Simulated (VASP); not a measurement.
# Y (P6_3/mmc) in VASP: relaxation of shape and atoms at fixed volume with r2SCAN

Aim: the relaxation of shape and atoms at fixed volume of Y with r2SCAN.

Everything below comes from runs of VASP 6.6.1. Logs are shortened: lines on timing, memory, paths and dates and some standing lists are left out, and cuts for length are marked.

## (1) The cell of the first run

It takes space group P6_3/mmc (No. 194, hexagonal). The conventional cell has a = 3.672 Å, b = 3.672 Å, c = 5.674 Å, α = 90.00°, β = 90.00°, γ = 120.00°. Within 4.7 Å of Y (site symmetry -6m2) lie 12 Y at 3.54 to 3.67 Å.

## (2) Relaxation of shape and atoms at fixed volume, r2SCAN

File POSCAR:

```
Y
1.0
    3.6715784969      0.0000000000      0.0000000000
   -1.8357892484      3.1796802503      0.0000000000
    0.0000000000      0.0000000000      5.6742432620
Y
2
Direct
    0.3333333333      0.6666666667      0.7500000000
    0.6666666667      0.3333333333      0.2500000000
```

File INCAR.step1:

```
ALGO     = Normal         # electronic algorithm
EDIFF    = 1E-4           # SCF threshold, eV
ENCUT    = 600            # plane-wave cutoff, eV
GGA      = PE             # functional
ISMEAR   = 0              # smearing method
LASPH    = T              # aspherical terms in the spheres
LCHARG   = F              # write CHGCAR
LREAL    = F              # projectors in reciprocal space
LWAVE    = T              # write WAVECAR
NELM     = 60             # most SCF steps
PREC     = Accurate       # precision mode
SIGMA    = 0.05           # smearing width, eV
```

File INCAR.step2:

```
ALGO     = Normal         # electronic algorithm
EDIFF    = 1E-6           # SCF threshold, eV
EDIFFG   = -0.01          # ionic threshold
ENCUT    = 600            # plane-wave cutoff, eV
IBRION   = 2              # ionic algorithm
ISIF     = 4              # what is computed and relaxed
ISMEAR   = 0              # smearing method
ISTART   = 1            
LASPH    = T              # aspherical terms in the spheres
LCHARG   = F              # write CHGCAR
LMIXTAU  = T            
LREAL    = F              # projectors in reciprocal space
LWAVE    = F              # write WAVECAR
METAGGA  = R2SCAN         # meta-GGA
NELM     = 60             # most SCF steps
NSW      = 60             # ionic steps
PREC     = Accurate       # precision mode
SIGMA    = 0.05           # smearing width, eV
```

File KPOINTS:

```
k-points
0
Gamma
  14 14 8
```

Potentials or basis: VASP PAW PBE potentials, release 64 (Y_sv).

Started as:

```
$ cat potpaw_PBE.64/Y_sv/POTCAR > POTCAR
$ cp INCAR.step1 INCAR
$ mpirun -np 1 vasp_std > vasp.out
$ cp INCAR.step2 INCAR
$ mpirun -np 1 vasp_std > vasp.out
```

OUTCAR:

```text
EDIFF = 1E-6
   EDIFFG = -0.01
   ENCUT = 600
   IBRION = 2
   ISIF = 4
   ISMEAR = 0
   ISTART = 1
   LASPH = T
   LREAL = F
   METAGGA = R2SCAN
   NELM = 60
   NSW = 60
   PREC = Accurate

 ion  position               nearest neighbor table
   1  0.333  0.667  0.750-   2 3.54   2 3.54   2 3.54   2 3.54   2 3.54   2 3.54
   2  0.667  0.333  0.250-   1 3.54   1 3.54   1 3.54   1 3.54   1 3.54   1 3.54

  LATTYP: Found a hexagonal cell.
 ALAT       =     3.6715784969
 C/A-ratio  =     1.5454506193

  Lattice vectors:

 A1 = (   3.6715784969,   0.0000000000,   0.0000000000)
 A2 = (  -1.8357892484,   3.1796802503,   0.0000000000)
 A3 = (   0.0000000000,   0.0000000000,   5.6742432620)

Analysis of symmetry for initial positions (statically):
=====================================================================
 Subroutine PRICEL returns:
 Original cell was already a primitive cell.

 Routine SETGRP: Setting up the symmetry group for a
 hexagonal supercell.

 Subroutine GETGRP returns: Found 24 space group operations
 (whereof 12 operations were pure point group operations)
 out of a pool of 24 trial point group operations.

The static configuration has the point symmetry D_3d.
 The point group associated with its full space group is D_6h.

Analysis of symmetry for dynamics (positions and initial velocities):
=====================================================================
 Subroutine PRICEL returns:
 Original cell was already a primitive cell.

 Routine SETGRP: Setting up the symmetry group for a
 hexagonal supercell.

 Subroutine GETGRP returns: Found 24 space group operations
 (whereof 12 operations were pure point group operations)
 out of a pool of 24 trial point group operations.

The dynamic configuration has the point symmetry D_3d.
 The point group associated with its full space group is D_6h.

 Subroutine INISYM returns: Found 24 space group operations
 (whereof 12 operations are pure point group operations),
 and found     1 'primitive' translations

----------------------------------------------------------------------------------------

                                     Primitive cell

  volume of cell :      66.2436

  direct lattice vectors                    reciprocal lattice vectors
     3.671578497  0.000000000  0.000000000     0.272362419  0.157248516  0.000000000
    -1.835789248  3.179680250  0.000000000     0.000000000  0.314497032  0.000000000
[... 98 lines left out ...]
   EMIN   =  10.00;   EMAX   =-10.00  energy-range for DOS
   EFERMI =   0.00;   METHOD = LEGACY
   ISMEAR =     0;   SIGMA  =   0.05  broadening in eV -4-tet -1-fermi 0-gaus
   EFERMI_NEDOS =   21; number of points for ismear=-14 and -15
   IALGO  =     38    algorithm
   IMIX   =      4    mixing-type and parameters
     AMIX     =   0.40;   BMIX     =  1.00
     AMIX_MAG =   1.60;   BMIX_MAG =  1.00
  volume/ion in A,a.u.               =      33.12       223.52
  Fermi-wavevector in a.u.,A,eV,Ry     =   1.133707  2.142396 17.487466  1.285292
  Thomas-Fermi vector in A             =   2.270411
   LORBIT       =      0    0 simple, 1 ext, 2 COOP (PROOUT), +10 PAW based schemes
   METAGGA = R2SCAN    functional components
   LHFCALC =     F    Hartree Fock is set to
   AEXX    =    0.0000 exact exchange contribution
   IVDW    =     0    specifies the selected vdW correction
   LEPSILON=     F    determine dielectric tensor
   LRPA    =     F    only Hartree local field effects (RPA)
 conjugate gradient relaxation of ions
 non-spin polarized calculation
 Gauss-broadening in eV      SIGMA  =   0.05
  energy-cutoff  :      600.00
  volume of cell :       66.24
 maximum number of plane-waves:      2249
 NGX is ok and might be reduce to    30
   NGX = 15   NGY = 15   NGZ = 23

 number of electron      22.0000001 magnetization

 Free energy of the ion-electron system (eV)
  ---------------------------------------------------
  ext. energy  EPLUGINS =         0.00000000
  ---------------------------------------------------
  free energy    TOTEN  =       -40.54595491 eV

  energy without entropy =      -40.54278309  energy(sigma->0) =      -40.54436900

 E-fermi :   2.9868     XC(G=0): -10.0339

 val. band max:        2.9824950693   @ k =   0.2143   0.1429   0.3750
 cond. band min:       2.9914521382   @ k =   0.2857   0.0000   0.3750
 fundamental gap:      0.0089570689
 Fermi energy:         2.9868081604

 k-point     1 :       0.0000    0.0000    0.0000
  band No.  band energies     occupation
      1     -41.2061      2.00000
      2     -41.1247      2.00000
      3     -20.8497      2.00000
      4     -20.3531      2.00000
      5     -20.3531      2.00000
      6     -20.2574      2.00000
      7     -20.2574      2.00000
      8     -20.2235      2.00000
      9      -1.9071      2.00000
     10       1.1390      2.00000
     11       3.8195      0.00000
     12       4.9492      0.00000
     13       4.9492      0.00000
     14       5.4181      0.00000
[... 401 lines left out ...]
      2     -41.1234      2.00000
      3     -20.6625      2.00000
      4     -20.5616      2.00000
      5     -20.5592      2.00000
      6     -20.5072      2.00000
      7     -20.4568      2.00000
      8     -20.4382      2.00000
      9       2.0830      2.00000
     10       2.3126      2.00000
     11       2.3630      2.00000
     12       2.4090      2.00000
     13       4.2018      0.00000
     14       4.2784      0.00000
     15       5.5639      0.00000

 [... further k-points ...]

------------------------ aborting loop because EDIFF is reached ----------------------------------------

  FORCE on cell =-STRESS in cart. coord.  units (eV):
  Direction    XX          YY          ZZ          XY          YZ          ZX
  --------------------------------------------------------------------------------------
  -------------------------------------------------------------------------------------
  Total        0.1655314      0.1655314      0.1859042      0.0000000      0.0000000      0.0000000
  in kB        4.0035647      4.0035647      4.4963023      0.0000000      0.0000000      0.0000000
  external PRESSURE =       4.1678106 kB  Pullay stress =       0.0000000 kB

 VOLUME and BASIS-vectors are now :
 -----------------------------------------------------------------------------
  energy-cutoff  :      600.00
  volume of cell :       66.24
      direct lattice vectors                 reciprocal lattice vectors
     3.671578497  0.000000000  0.000000000     0.272362419  0.157248516  0.000000000
    -1.835789248  3.179680250  0.000000000     0.000000000  0.314497032  0.000000000
     0.000000000  0.000000000  5.674243262     0.000000000  0.000000000  0.176234954

 POSITION                                       TOTAL-FORCE (eV/Angst)
 -----------------------------------------------------------------------------------
     -0.00000      2.11979      4.25568        -0.000000     -0.000000      0.000000
      1.83579      1.05989      1.41856         0.000000      0.000000      0.000000
 -----------------------------------------------------------------------------------
    total drift:                               -0.000000      0.000000     -0.000000

  FREE ENERGIE OF THE ION-ELECTRON SYSTEM (eV)
  ---------------------------------------------------
  free  energy   TOTEN  =       -40.5459549053 eV

  energy  without entropy=      -40.5427830871  energy(sigma->0) =      -40.54436900

 reached required accuracy - stopping structural energy minimisation
```

OSZICAR.step1:

```text
N       E                     dE             d eps       ncg     rms          rms(c)
DAV:   1     0.943166083039E+02    0.94317E+02   -0.12425E+04  3600   0.153E+03
DAV:   2    -0.553535785878E+01   -0.99852E+02   -0.98935E+02  4468   0.306E+02
DAV:   3    -0.131191023181E+02   -0.75837E+01   -0.75129E+01  6912   0.502E+01
DAV:   4    -0.132682231419E+02   -0.14912E+00   -0.14901E+00  4063   0.808E+00
DAV:   5    -0.132726413130E+02   -0.44182E-02   -0.44180E-02  5373   0.980E-01    0.326E+01
DAV:   6    -0.129381316134E+02    0.33451E+00   -0.44363E-01  3607   0.478E+00    0.203E+01
DAV:   7    -0.128811710788E+02    0.56961E-01   -0.87110E-01  4461   0.619E+00    0.183E+00
DAV:   8    -0.128710825696E+02    0.10089E-01   -0.18188E-01  4335   0.276E+00    0.137E+00
DAV:   9    -0.128698727774E+02    0.12098E-02   -0.42656E-03  5130   0.465E-01    0.431E-01
DAV:  10    -0.128700899400E+02   -0.21716E-03   -0.23662E-03  3670   0.513E-01    0.452E-01
DAV:  11    -0.128699756851E+02    0.11425E-03   -0.20369E-04  3185   0.153E-01    0.533E-02
DAV:  12    -0.128699701868E+02    0.54983E-05   -0.46135E-05  2031   0.776E-02
   1 F= -.12869970E+02 E0= -.12868166E+02  d E =-.360856E-02
```

Run time: 9 min. Hardware: 1 thread of Intel Xeon 6975P-C, shared host; peak memory 0.33 GiB.

What came out:

| Quantity | Value |
| --- | --- |
| Free energy | -40.5460 eV |
| Pressure after relaxing | 0.4 GPa |
| Band gap on the k mesh | zero (band 11 reaches 4.11 eV, above the bottom of band 12 at 2.41 eV) |

Final structure:
```yaml
crystal:
  lattice:
    - [3.67158, 0.00000, 0.00000]
    - [-1.83579, 3.17968, 0.00000]
    - [0.00000, 0.00000, 5.67424]
  atoms:
    - { symbol: Y, position: [0.33333, 0.66667, 0.75000] }
    - { symbol: Y, position: [0.66667, 0.33333, 0.25000] }
```

Caveat: the relaxation stopped at its first step, so nothing moved; the PAW data sets were made with another functional, which shifts forces and pressure a little.
